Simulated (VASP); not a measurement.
# AlGa3N2 in VASP: notebook, part 2 of 2

VASP 6.6.1. Earlier steps stand in the parts before.

### Step 3. Relaxation of shape and atoms at fixed volume, PBE (12.75 Å³/atom)

This run uses another cell than the first one, of 12.75 Å³/atom.

File INCAR:

```
SYSTEM = AlGa3N2
ALGO = Normal
EDIFF = 1E-7
EDIFFG = -0.01
ENCUT = 600
GGA = PE
IBRION = 2
ISIF = 4
ISMEAR = 0
LASPH = .True.
LCHARG = .False.
LREAL = .False.
LWAVE = .False.
NELM = 100
NSW = 50
PREC = Accurate
SIGMA = 0.1
```

File KPOINTS:

```
k-points
0
Gamma
  12 12 4
  0 0 0
```

File POSCAR:

```
AlGa3N2
1.0
    3.1150204966      0.0000000000      0.0000000000
   -1.5575102483      2.6976868834      0.0000000000
    0.0000000000      0.0000000000      9.1006475242
Al Ga N
1 3 2
Direct
    0.3333333333      0.6666666667      0.2545838590
    0.0000000000      0.0000000000      0.9751231327
    0.6666666667      0.3333333333      0.5273987428
    0.0000000000      0.0000000000      0.7112695080
    0.3333333333      0.6666666667      0.0518403866
    0.6666666667      0.3333333333      0.3167843708
```

Potentials or basis: VASP PAW PBE potentials, release 64 (Al, Ga_d, N).

Started as:

```sh
> cat potpaw_PBE.64/Al/POTCAR potpaw_PBE.64/Ga_d/POTCAR potpaw_PBE.64/N/POTCAR > POTCAR
> mpirun -np 1 vasp_std > vasp.out
```

OUTCAR:

```text
SYSTEM = AlGa3N2
   EDIFF = 1E-7
   EDIFFG = -0.01
   ENCUT = 600
   GGA = PE
   IBRION = 2
   ISIF = 4
   ISMEAR = 0
   LASPH = .True.
   LREAL = .False.
   NELM = 100
   NSW = 50
   PREC = Accurate

 ion  position               nearest neighbor table
   1  0.333  0.667  0.255-   5 1.85   6 1.89   6 1.89   6 1.89   3 3.07   3 3.07   3 3.07   2 3.11
                             2 3.11   2 3.11
   2  0.000  0.000  0.975-   5 1.93   5 1.93   5 1.93   4 2.40   1 3.11   1 3.11   1 3.11
   3  0.667  0.333  0.527-   6 1.92   4 2.46   4 2.46   4 2.46   1 3.07   1 3.07   1 3.07
   4  0.000  0.000  0.711-   2 2.40   3 2.46   3 2.46   3 2.46
   5  0.333  0.667  0.052-   1 1.85   2 1.93   2 1.93   2 1.93
   6  0.667  0.333  0.317-   1 1.89   1 1.89   1 1.89   3 1.92

  LATTYP: Found a hexagonal cell.
 ALAT       =     3.1150204966
 C/A-ratio  =     2.9215369639

  Lattice vectors:

 A1 = (   3.1150204966,   0.0000000000,   0.0000000000)
 A2 = (  -1.5575102483,   2.6976868834,   0.0000000000)
 A3 = (   0.0000000000,   0.0000000000,   9.1006475242)

Analysis of symmetry for initial positions (statically):
=====================================================================
 Subroutine PRICEL returns:
 Original cell was already a primitive cell.

 Routine SETGRP: Setting up the symmetry group for a
 hexagonal supercell.

 Subroutine GETGRP returns: Found  6 space group operations
 (whereof  6 operations were pure point group operations)
 out of a pool of 24 trial point group operations.

The static configuration has the point symmetry C_3v.

Analysis of symmetry for dynamics (positions and initial velocities):
=====================================================================
 Subroutine PRICEL returns:
 Original cell was already a primitive cell.

 Routine SETGRP: Setting up the symmetry group for a
 hexagonal supercell.

[... 137 lines left out ...]
   GGA     = PE    functional components
   LHFCALC =     F    Hartree Fock is set to
   AEXX    =    0.0000 exact exchange contribution
   IVDW    =     0    specifies the selected vdW correction
   LEPSILON=     F    determine dielectric tensor
   LRPA    =     F    only Hartree local field effects (RPA)
 conjugate gradient relaxation of ions
 non-spin polarized calculation
 Gauss-broadening in eV      SIGMA  =   0.10
  energy-cutoff  :      600.00
  volume of cell :       76.48
 maximum number of plane-waves:      2592
 NGX is ok and might be reduce to    28
   NGX = 13   NGY = 13   NGZ = 37

--------------------------------------- Ionic step        1  -------------------------------------------

 number of electron      52.0000009 magnetization

 Free energy of the ion-electron system (eV)
  ---------------------------------------------------
  ext. energy  EPLUGINS =         0.00000000
  ---------------------------------------------------
  free energy    TOTEN  =       -31.72750772 eV

  energy without entropy =      -31.72377085  energy(sigma->0) =      -31.72563928

------------------------ aborting loop because EDIFF is reached ----------------------------------------

  FORCE on cell =-STRESS in cart. coord.  units (eV):
  Direction    XX          YY          ZZ          XY          YZ          ZX
  --------------------------------------------------------------------------------------
  -------------------------------------------------------------------------------------
  Total        6.2619702      6.2619702      6.8152648      0.0000000      0.0000000      0.0000000
  in kB      131.1888221    131.1888221    142.7803932      0.0000000      0.0000000      0.0000000
  external PRESSURE =     135.0526791 kB  Pullay stress =       0.0000000 kB
[... 227 lines left out ...]
--------------------------------------- Ionic step        7  -------------------------------------------

 number of electron      52.0000007 magnetization

 Free energy of the ion-electron system (eV)
  ---------------------------------------------------
  ext. energy  EPLUGINS =         0.00000000
  ---------------------------------------------------
  free energy    TOTEN  =       -31.72973312 eV

  energy without entropy =      -31.72566646  energy(sigma->0) =      -31.72769979

 E-fermi :   7.9186     XC(G=0): -11.4473

 val. band max:        7.7761774601   @ k =   0.3333   0.1667   0.2500
 cond. band min:       7.9446681280   @ k =   0.4167   0.0833   0.0000
 fundamental gap:      0.1684906680
 Fermi energy:         7.9185504390

 k-point     1 :       0.0000    0.0000    0.0000
  band No.  band energies     occupation
      1     -10.2638      2.00000
      2      -9.4079      2.00000
      3      -8.0716      2.00000
      4      -8.0716      2.00000
      5      -8.0054      2.00000
      6      -7.9481      2.00000
[... 805 lines left out ...]
     30      13.1190      0.00000
     31      13.7584      0.00000

 [... further k-points ...]

------------------------ aborting loop because EDIFF is reached ----------------------------------------

  FORCE on cell =-STRESS in cart. coord.  units (eV):
  Direction    XX          YY          ZZ          XY          YZ          ZX
  --------------------------------------------------------------------------------------
  -------------------------------------------------------------------------------------
  Total        6.3011848      6.3011848      6.2927246      0.0000000      0.0000000      0.0000000
  in kB      132.0103726    132.0103726    131.8331294      0.0000000      0.0000000      0.0000000
  external PRESSURE =     131.9512915 kB  Pullay stress =       0.0000000 kB
[... 21 lines left out ...]
  FREE ENERGIE OF THE ION-ELECTRON SYSTEM (eV)
  ---------------------------------------------------
  free  energy   TOTEN  =       -31.7297331243 eV

  energy  without entropy=      -31.7256664618  energy(sigma->0) =      -31.72769979

 reached required accuracy - stopping structural energy minimisation
```

CONTCAR:

```text
AlGa3N2
   1.00000000000000
     3.1086561202210024    0.0000000000000000    0.0000000000000000
    -1.5543280601105012    2.6921751717873779   -0.0000000000000000
     0.0000000000000000    0.0000000000000000    9.1379493252483144
  Al              Ga              N
     1     3     2
Direct
     0.3333333332999970    0.6666666667000030    0.2543261806482706
     0.0000000000000000    0.0000000000000000    0.9742214372982710
     0.6666666667000030    0.3333333332999970    0.5272594954668784
     0.0000000000000000    0.0000000000000000    0.7121781875128339
     0.3333333332999970    0.6666666667000030    0.0518905681290980
     0.6666666667000030    0.3333333332999970    0.3171241308446496

  0.00000000E+00  0.00000000E+00  0.00000000E+00
  0.00000000E+00  0.00000000E+00  0.00000000E+00
  0.00000000E+00  0.00000000E+00  0.00000000E+00
  0.00000000E+00  0.00000000E+00  0.00000000E+00
  0.00000000E+00  0.00000000E+00  0.00000000E+00
  0.00000000E+00  0.00000000E+00  0.00000000E+00
```

Wall time 9 min (1 thread of AMD EPYC 9R45 (Zen 5), shared host); peak memory 0.33 GiB.

Results:

* Free energy: -31.7297 eV
* Energy gained by relaxing: 0.4 meV/atom
* Ionic steps: 7
* Pressure after relaxing: 13.2 GPa
* Largest force after relaxing: 0.004 eV/Å
* Band gap on the k mesh: zero (bands 26 and 27 overlap by 3.30 eV)

Forces in eV/Å, atoms in the order of the input:
```
Al   0.000  0.000  0.000
Ga   0.000  0.000  0.001
Ga   0.000  0.000 -0.004
Ga   0.000  0.000  0.004
N    0.000  0.000  0.003
N    0.000  0.000 -0.004
```

The path:
```csv
step,energy change (eV),largest force (eV/Å),pressure (GPa),volume (Å³)
1,0.0000,0.1606,13.51,76.48
2,-0.0018,0.1091,13.25,76.48
3,-0.0018,0.1026,13.27,76.48
4,-0.0022,0.0293,13.20,76.48
5,-0.0022,0.0254,13.21,76.48
6,-0.0022,0.0111,13.20,76.48
7,-0.0022,0.0039,13.20,76.48
```

Final structure:
```
Al Ga N
1.0
     3.10866    0.00000    0.00000
    -1.55433    2.69218    0.00000
     0.00000    0.00000    9.13795
Al Ga N
1 3 2
Direct
  0.33333 0.66667 0.25433
  0.00000 0.00000 0.97422
  0.66667 0.33333 0.52726
  0.00000 0.00000 0.71218
  0.33333 0.66667 0.05189
  0.66667 0.33333 0.31712
```

### Step 4. Relaxation of cell and atoms, PBE

This run uses another cell than the first one, of 13.98 Å³/atom.

File INCAR:

```
PREC     = Accurate       # precision mode
ENCUT    = 600            # plane-wave cutoff, eV
EDIFF    = 1E-7           # SCF threshold, eV
ISMEAR   = 0              # smearing method
SIGMA    = 0.1            # smearing width, eV
LREAL    = False          # projectors in reciprocal space
LASPH    = True           # aspherical terms in the spheres
NELM     = 80             # most SCF steps
ALGO     = Fast           # electronic algorithm
ISIF     = 3              # what is computed and relaxed
LWAVE    = False          # write WAVECAR
LCHARG   = False          # write CHGCAR
GGA      = PE             # functional
IBRION   = 2              # ionic algorithm
NSW      = 100            # ionic steps
EDIFFG   = -0.01          # ionic threshold
```

File KPOINTS:

```
Automatic mesh
0
Gamma
  12 12 4
```

File POSCAR:

```
AlGa3N2
1.0
    3.2035226485      0.0000000000      0.0000000000
   -1.6017613243      2.7743319952      0.0000000000
    0.0000000000      0.0000000000      9.4362046052
Al Ga N
1 3 2
Direct
    0.3333333333      0.6666666667      0.2540617949
    0.0000000000      0.0000000000      0.9786710766
    0.6666666667      0.3333333333      0.5241168893
    0.0000000000      0.0000000000      0.7118830588
    0.3333333333      0.6666666667      0.0534578248
    0.6666666667      0.3333333333      0.3148093555
```

Started as:

```sh
> cat potpaw_PBE.64/Al/POTCAR potpaw_PBE.64/Ga_d/POTCAR potpaw_PBE.64/N/POTCAR > POTCAR
> mpirun -np 1 vasp_std > vasp.out
```

Wall time 37 min (1 thread of Oxide Virtual Turin-like, shared host); peak memory 0.35 GiB.

The run converged. Its results:

```yaml
Free_energy: -32.0219 eV
Relaxed_volume: 14.00 Å³/atom
Relaxed_cell: a = 3.219 Å, b = 3.219 Å, c = 9.363 Å, α = 90.00°, β = 90.00°, γ = 120.00°
Space_group_after_relaxing_to_0.1_Å: P3m1 (No. 156)
Energy_gained_by_relaxing: 0.9 meV/atom
Ionic_steps: 15
Pressure_after_relaxing: 0.0 GPa
Band_gap_on_the_k_mesh: zero (bands 26 and 27 overlap by 2.94 eV)
```

Forces in eV/Å, atoms in the order of the input:
```
Al   0.000  0.000  0.002
Ga   0.000  0.000 -0.001
Ga   0.000  0.000  0.002
Ga   0.000  0.000  0.000
N    0.000  0.000 -0.003
N    0.000  0.000  0.000
```

The path:
```tsv
step	energy change (eV)	largest force (eV/Å)	pressure (GPa)	volume (Å³)
1	0.0000	0.1360	0.30	83.87
2	-0.0026	0.0904	-0.14	84.19
3	-0.0034	0.0641	-0.59	84.51
4	-0.0049	0.0548	-0.29	84.28
5	-0.0051	0.0717	-0.14	84.17
6	-0.0055	0.0398	-0.03	84.07
7	-0.0056	0.0276	0.02	84.01
8	-0.0056	0.0279	0.05	83.98
9	-0.0056	0.0108	0.02	84.00
10	-0.0057	0.0106	0.01	84.01
11	-0.0057	0.0186	-0.01	84.02
12	-0.0057	0.0138	0.00	84.01
13	-0.0057	0.0157	-0.02	84.01
14	-0.0057	0.0141	0.01	84.01
15	-0.0057	0.0025	-0.03	84.03
```

Final structure:
```yaml
crystal:
  lattice:
    - [3.21915, 0.00000, 0.00000]
    - [-1.60957, 2.78786, 0.00000]
    - [0.00000, 0.00000, 9.36261]
  atoms:
    - { symbol: Al, position: [0.33333, 0.66667, 0.25463] }
    - { symbol: Ga, position: [0.00000, 0.00000, 0.97748] }
    - { symbol: Ga, position: [0.66667, 0.33333, 0.52643] }
    - { symbol: Ga, position: [0.00000, 0.00000, 0.71035] }
    - { symbol: N, position: [0.33333, 0.66667, 0.05250] }
    - { symbol: N, position: [0.66667, 0.33333, 0.31561] }
```

Levels at points of the mesh, in eV from the Fermi level:
```
           k point  band 22  band 23  band 24  band 25  band 26  band 27  band 28  band 29  band 30  band 31
(0.00, 0.00, 0.00)    -3.61    -2.63    -2.57    -2.57    -0.88     2.46     3.39     6.27     6.27     6.67
(0.50, 0.00, 0.00)    -4.59    -4.46    -4.30    -3.70    -2.56    -0.09     2.43     2.66     2.89     3.30
(0.00, 0.00, 0.50)    -3.61    -3.61    -2.57    -2.57     0.81     1.22     3.58     6.20     6.20     6.37
(0.50, 0.00, 0.50)    -5.14    -4.58    -4.41    -3.71    -2.17     0.49     1.85     2.05     2.70     4.42
```

### Step 5. Overview

```csv
task,cell,cutoff (eV),gap on the mesh (eV),pressure (GPa)
single point,"a = 3.221, b = 3.221, c = 9.356 Å, angles 90.0, 90.0, 60.0°, 6 atoms, atomic positions A",520,none,0.0
relaxation of shape and atoms at fixed volume,"relaxed from a = 3.115, b = 3.115, c = 9.101 Å, angles 90.0, 90.0, 120.0°, 6 atoms, atomic positions B",600,none,13.2
relaxation of cell and atoms,"relaxed from a = 3.204, b = 3.204, c = 9.436 Å, angles 90.0, 90.0, 120.0°, 6 atoms, atomic positions C",600,none,0.0
```

Alike in all rows: level PBE; potentials or basis VASP PAW PBE potentials, release 64 (Al, Ga_d, N); no spin polarisation; k mesh 12 × 12 × 4; smearing gaussian 0.1 eV.

Absolute energies hang on the potentials; compare differences alone.

The gap in the log of VASP goes by the Fermi energy; the results here count the filled bands.